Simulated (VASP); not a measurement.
Wanted: the native input for a VASP 6.6.1 run.

```
Task                   : single point
Functional             : PBE
Potentials or basis    : VASP PAW PBE potentials, release 64 (Nb_sv)
Cutoff                 : 520 eV
k mesh                 : 6 × 6 × 6
Occupations            : fermi-dirac, width 0.1 eV
Spin                   : no spin polarisation
Dipole correction      : no
Further INCAR settings : ALGO = Normal; EDIFF = 1e-06; NBANDS = 12
```

The structure of Nb lies in POSCAR:

```
Nb
1.0
   -1.6547957147      1.6547957147      1.6547957147
    1.6547957147     -1.6547957147      1.6547957147
    1.6547957147      1.6547957147     -1.6547957147
Nb
1
Direct
    0.0000000000      0.0000000000      0.0000000000
```

One way to write it, as run:

INCAR

```
PREC = Accurate ; ENCUT = 520
EDIFF = 1E-6 ; ISMEAR = -1
SIGMA = 0.1 ; LREAL = F
LASPH = T ; NELM = 100
ALGO = Normal ; ISIF = 2
LWAVE = F ; LCHARG = F
GGA = PE ; NBANDS = 12
```

KPOINTS

```
regular mesh
0
Gamma
  6 6 6
```

Potentials or basis: VASP PAW PBE potentials, release 64 (Nb_sv).

Launch:

```console
$ cat potpaw_PBE.64/Nb_sv/POTCAR > POTCAR
$ mpirun -np 1 vasp_std > vasp.out
```

Results of the run:

```
Pressure : -2.3 GPa
```

Caveat: the k points lie up to 0.45 Å⁻¹ apart.

Run time: 2.8 s on 1 thread of Intel Xeon 6975P-C (shared host), peak memory 0.13 GiB.
